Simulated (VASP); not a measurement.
# TaN in VASP: relaxation of the atoms with PBE

Aim: the relaxation of the atoms of TaN with PBE.

Program: VASP 6.6.1. These are calculated values, not measurements. Logs are shortened: lines on timing, memory, paths and dates and some standing lists are left out, and cuts for length are marked.

### 1 The cell of the first run

The cell holds a slab with vacuum, 10 atoms: a = 3.123 Å, b = 3.123 Å, c = 26.476 Å, α = 90.00°, β = 90.00°, γ = 120.00°.

### 2 Relaxation of the atoms, PBE

INCAR reads:

```
SYSTEM = TaN
PREC     = Accurate       ! precision mode
ENCUT    = 520            ! plane-wave cutoff, eV
EDIFF    = 1E-6           ! SCF threshold, eV
ISMEAR   = 0              ! smearing method
SIGMA    = 0.1            ! smearing width, eV
LREAL    = .False.        ! projectors in reciprocal space
LASPH    = .True.         ! aspherical terms in the spheres
NELM     = 100            ! most SCF steps
ALGO     = Normal         ! electronic algorithm
ISIF     = 2              ! what is computed and relaxed
LWAVE    = .False.        ! write WAVECAR
LCHARG   = .False.        ! write CHGCAR
LDIPOL   = .True.       
IDIPOL   = 3            
DIPOL    = 0.5 0.5 0.500
GGA      = PE             ! functional
IBRION   = 2              ! ionic algorithm
NSW      = 80             ! ionic steps
EDIFFG   = -0.02          ! ionic threshold
KPAR     = 2
```

KPOINTS reads:

```
Automatic mesh
0
Gamma
  12 12 1
  0 0 0
```

POSCAR reads:

```
TaN
1.0
    3.1234812524      0.0000000000      0.0000000000
   -1.5617406262      2.7050141128      0.0000000000
    0.0000000000      0.0000000000     26.4764029344
Ta N
5 5
Direct
    0.3333333333      0.6666666667      0.2832711082
    0.0000000000      0.0000000000      0.3795950601
    0.6666666667      0.3333333333      0.4759190120
    0.3333333333      0.6666666667      0.5722429639
    0.0000000000      0.0000000000      0.6685669159
    0.6666666667      0.3333333333      0.3314330841
    0.3333333333      0.6666666667      0.4277570361
    0.0000000000      0.0000000000      0.5240809880
    0.6666666667      0.3333333333      0.6204049399
    0.3333333333      0.6666666667      0.7167288918
```

Potentials or basis: VASP PAW PBE potentials, release 64 (Ta_pv, N).

Run with:

```sh
$ cat potpaw_PBE.64/Ta_pv/POTCAR potpaw_PBE.64/N/POTCAR > POTCAR
$ mpirun -np 2 vasp_std > vasp.out
```

OUTCAR:

```text
SYSTEM = TaN
   PREC = Accurate
   ENCUT = 520
   EDIFF = 1E-6
   ISMEAR = 0
   LREAL = .False.
   LASPH = .True.
   NELM = 100
   ISIF = 2
   GGA = PE
   IBRION = 2
   NSW = 80
   EDIFFG = -0.02

 ion  position               nearest neighbor table
   1  0.333  0.667  0.283-   6 2.21   6 2.21   6 2.21   2 3.12   2 3.12   2 3.12
   2  0.000  0.000  0.380-   7 2.21   6 2.21   7 2.21   6 2.21   7 2.21   6 2.21   3 3.12   1 3.12
                             3 3.12   1 3.12   3 3.12   1 3.12
   3  0.667  0.333  0.476-   7 2.21   7 2.21   7 2.21   8 2.21   8 2.21   8 2.21   4 3.12   2 3.12
                             4 3.12   2 3.12   2 3.12   4 3.12
   4  0.333  0.667  0.572-   8 2.21   8 2.21   8 2.21   9 2.21   9 2.21   9 2.21   3 3.12   3 3.12
                             3 3.12   5 3.12   5 3.12   5 3.12
   5  0.000  0.000  0.669-  10 2.21  10 2.21  10 2.21   9 2.21   9 2.21   9 2.21   4 3.12   4 3.12
                             4 3.12
   6  0.667  0.333  0.331-   1 2.21   1 2.21   1 2.21   2 2.21   2 2.21   2 2.21
   7  0.333  0.667  0.428-   3 2.21   3 2.21   3 2.21   2 2.21   2 2.21   2 2.21
   8  0.000  0.000  0.524-   4 2.21   4 2.21   4 2.21   3 2.21   3 2.21   3 2.21
   9  0.667  0.333  0.620-   4 2.21   4 2.21   5 2.21   5 2.21   5 2.21   4 2.21
  10  0.333  0.667  0.717-   5 2.21   5 2.21   5 2.21

  LATTYP: Found a hexagonal cell.
 ALAT       =     3.1234812524
 C/A-ratio  =     8.4765685448

  Lattice vectors:

 A1 = (   3.1234812524,   0.0000000000,   0.0000000000)
 A2 = (  -1.5617406262,   2.7050141128,   0.0000000000)
 A3 = (   0.0000000000,   0.0000000000,  26.4764029344)

Analysis of symmetry for initial positions (statically):
=====================================================================
 Subroutine PRICEL returns:
 Original cell was already a primitive cell.

 Routine SETGRP: Setting up the symmetry group for a
 hexagonal supercell.

 Subroutine GETGRP returns: Found  6 space group operations
 (whereof  6 operations were pure point group operations)
 out of a pool of 24 trial point group operations.

The static configuration has the point symmetry C_3v.

Analysis of symmetry for dynamics (positions and initial velocities):
[... 168 lines left out ...]
  ---------------------------------------------------
  free energy    TOTEN  =      -106.35622852 eV

  energy without entropy =     -106.33864875  energy(sigma->0) =     -106.34743863

------------------------ aborting loop because EDIFF is reached ----------------------------------------

  FORCE on cell =-STRESS in cart. coord.  units (eV):
  Direction    XX          YY          ZZ          XY          YZ          ZX
  --------------------------------------------------------------------------------------
  -------------------------------------------------------------------------------------
  Total       -4.3403004     -4.3403004     -6.2161616     -0.0000000     -0.0000000      0.0000000
  in kB      -31.0858649    -31.0858649    -44.5210559     -0.0000000     -0.0000000      0.0000000
  external PRESSURE =     -35.5642619 kB  Pullay stress =       0.0000000 kB
[... 33 lines left out ...]
 number of electron      79.9999987 magnetization

------------------------ aborting loop because EDIFF is reached ----------------------------------------

 vacuum level on the upper side and lower side of the slab       (xc-potential included)        -0.407        -0.106

  FORCE on cell =-STRESS in cart. coord.  units (eV):
  Direction    XX          YY          ZZ          XY          YZ          ZX
  --------------------------------------------------------------------------------------
  -------------------------------------------------------------------------------------
  Total       -0.1209437     -0.1209437     -1.2385323      0.0000000      0.0000000      0.0000000
  in kB       -0.8662167     -0.8662167     -8.8705487      0.0000000      0.0000000      0.0000000
  external PRESSURE =      -3.5343274 kB  Pullay stress =       0.0000000 kB
[... 69 lines left out ...]
  FREE ENERGIE OF THE ION-ELECTRON SYSTEM (eV)
  ---------------------------------------------------
  free  energy   TOTEN  =      -107.3315957116 eV

  energy  without entropy=     -107.3080354447  energy(sigma->0) =     -107.31981558

 dipolmoment           0.000000      0.000000     -0.000658 electrons x Angstroem

[... ionic steps 4 to 8 ...]

--------------------------------------- Ionic step        9  -------------------------------------------

 number of electron      79.9999994 magnetization

------------------------ aborting loop because EDIFF is reached ----------------------------------------
[... 83 lines left out ...]
--------------------------------------- Ionic step       11  -------------------------------------------

 number of electron      79.9999994 magnetization

 dipolmoment           0.000000      0.000000      0.028004 electrons x Angstroem

 Free energy of the ion-electron system (eV)
  ---------------------------------------------------
  ext. energy  EPLUGINS =         0.00000000
  ---------------------------------------------------
  free energy    TOTEN  =      -107.39616276 eV

  energy without entropy =     -107.37367728  energy(sigma->0) =     -107.38492002

 E-fermi :   1.7276     XC(G=0):  -7.2135

 val. band max:        1.7240539326   @ k =   0.3333   0.1667   0.0000
 cond. band min:       1.7401197253   @ k =   0.2500   0.2500   0.0000
 fundamental gap:      0.0160657927
 Fermi energy:         1.7275625116

 k-point     1 :       0.0000    0.0000    0.0000
  band No.  band energies     occupation
      1     -34.7479      2.00000
      2     -34.5377      2.00000
      3     -34.3426      2.00000
      4     -34.2005      2.00000
      5     -34.2005      2.00000
      6     -34.0799      2.00000
[... 958 lines left out ...]
     47       3.9629      0.00000
     48       4.2327      0.00000

------------------------ aborting loop because EDIFF is reached ----------------------------------------

 vacuum level on the upper side and lower side of the slab       (xc-potential included)         0.208        -0.365

  FORCE on cell =-STRESS in cart. coord.  units (eV):
  Direction    XX          YY          ZZ          XY          YZ          ZX
  --------------------------------------------------------------------------------------
  -------------------------------------------------------------------------------------
  Total       -1.6813341     -1.6813341     -0.3849446      0.0000000      0.0000000      0.0000000
  in kB      -12.0419598    -12.0419598     -2.7570297      0.0000000      0.0000000      0.0000000
  external PRESSURE =      -8.9469831 kB  Pullay stress =       0.0000000 kB
[... 25 lines left out ...]
  FREE ENERGIE OF THE ION-ELECTRON SYSTEM (eV)
  ---------------------------------------------------
  free  energy   TOTEN  =      -107.3961627587 eV

  energy  without entropy=     -107.3736772839  energy(sigma->0) =     -107.38492002

 reached required accuracy - stopping structural energy minimisation

 vacuum level on the upper side and lower side of the slab         7.110         6.517
```

OSZICAR:

```text
N       E                     dE             d eps       ncg     rms          rms(c)
DAV:   1     0.785905372845E+03    0.78591E+03   -0.44458E+04  2056   0.157E+03
DAV:   2    -0.589011442872E+02   -0.84481E+03   -0.82438E+03  2128   0.444E+02
DAV:   3    -0.120062482846E+03   -0.61161E+02   -0.59667E+02  2304   0.109E+02
DAV:   4    -0.122721126363E+03   -0.26586E+01   -0.26064E+01  2328   0.221E+01
[... 159 lines left out ...]
DAV:   4    -0.107396163298E+03    0.92618E-03   -0.33356E-03  2776   0.298E-01    0.221E-02
DAV:   5    -0.107396173648E+03   -0.10351E-04   -0.16648E-04  2424   0.768E-02    0.144E-02
DAV:   6    -0.107396164782E+03    0.88660E-05   -0.86979E-05  2400   0.654E-02    0.761E-03
DAV:   7    -0.107396163199E+03    0.15829E-05   -0.15898E-05  2128   0.252E-02    0.485E-03
DAV:   8    -0.107396162759E+03    0.44065E-06   -0.32745E-06  1624   0.110E-02
  11 F= -.10739616E+03 E0= -.10738492E+03  d E =-.179493E-03
```

It took 14 min on 2 MPI ranks of Intel Xeon Platinum 8488C (Sapphire Rapids), shared host; peak memory 0.42 GiB.

Results:

```yaml
Free_energy: -107.3962 eV
Energy_gained_by_relaxing: 104.0 meV/atom
Ionic_steps: 11
Largest_force_after_relaxing: 0.018 eV/Å
Band_gap_on_the_k_mesh: zero (bands 40 and 41 overlap by 1.52 eV)
```

Forces in eV/Å, atoms in the order of the input:
```
Ta   0.000  0.000  0.007
Ta   0.000  0.000  0.005
Ta   0.000  0.000  0.013
Ta   0.000  0.000 -0.011
Ta   0.000  0.000 -0.018
N    0.000  0.000  0.007
N    0.000  0.000  0.008
N    0.000  0.000  0.006
N    0.000  0.000 -0.009
N    0.000  0.000 -0.008
```

Step by step:
| step | energy change (eV) | largest force (eV/Å) | pressure (GPa) |
| --- | --- | --- | --- |
| 1 | 0.0000 | 5.2784 | -3.56 |
| 2 | -0.8196 | 2.8081 | -0.35 |
| 3 | -0.9754 | 0.8013 | -1.76 |
| 4 | -0.9754 | 0.7909 | -1.82 |
| 5 | -1.0212 | 0.3202 | -1.43 |
| 6 | -1.0344 | 0.2849 | -1.04 |
| 7 | -1.0391 | 0.0880 | -0.98 |
| 8 | -1.0392 | 0.0955 | -0.98 |
| 9 | -1.0397 | 0.0823 | -0.88 |
| 10 | -1.0398 | 0.0404 | -0.90 |
| 11 | -1.0399 | 0.0183 | -0.89 |

Final structure:
```
Ta N
1.0
     3.12348    0.00000    0.00000
    -1.56174    2.70501    0.00000
     0.00000    0.00000   26.47640
Ta N
5 5
Direct
  0.33333 0.66667 0.28560
  0.00000 0.00000 0.37889
  0.66667 0.33333 0.47582
  0.33333 0.66667 0.57376
  0.00000 0.00000 0.67398
  0.66667 0.33333 0.33092
  0.33333 0.66667 0.42621
  0.00000 0.00000 0.52412
  0.66667 0.33333 0.62242
  0.33333 0.66667 0.70828
```

Levels at points of the mesh, in eV from the Fermi level:
| k point | band 38 | band 39 | band 40 | band 41 | band 42 | band 43 |
| --- | --- | --- | --- | --- | --- | --- |
| (0.00, 0.00, 0.00) | -1.60 | -1.36 | -0.88 | -0.76 | -0.76 | -0.07 |
| (0.50, 0.00, 0.00) | -0.82 | -0.23 | 0.75 | 1.43 | 1.76 | 2.03 |

Caveat: spin-orbit coupling is left out, which moves the levels of the heavy elements.
